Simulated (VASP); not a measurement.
A run of VASP 6.6.1:

File INCAR:

```
PREC = Accurate ; ENCUT = 520
EDIFF = 1E-6 ; ISMEAR = -1
SIGMA = 0.08 ; LREAL = F
LASPH = T ; NELM = 80
ALGO = Normal ; ISIF = 2
LWAVE = F ; LCHARG = F
NBANDS = 13
```

The input KPOINTS:

```
regular mesh
0
Gamma
  12 12 12
```

File POSCAR:

```
BePd
1.0
    2.7567400000      0.0000000000      0.0000000000
    0.0000000000      2.7567400000      0.0000000000
    0.0000000000      0.0000000000      2.8130000000
Be Pd
1 1
Direct
    0.0000000000      0.0000000000      0.0000000000
    0.5000000000      0.5000000000      0.5000000000
```

Potentials or basis: VASP PAW LDA potentials, release 64 (Be, Pd).

Command:

```sh
$ cat potpaw_LDA.64/Be/POTCAR potpaw_LDA.64/Pd/POTCAR > POTCAR
$ mpirun -np 1 vasp_std > vasp.out
```

Hardware: 1 thread of AMD EPYC 7R43 64-Core Processor (Zen 3), on a shared host.

Question: Estimate the wall time of this run.

Answer: Run time: 59 s on 1 thread of AMD EPYC 7R43 64-Core Processor (Zen 3), on a shared host, peak memory 0.13 GiB. Counts: scf iterations 12, k points 196.
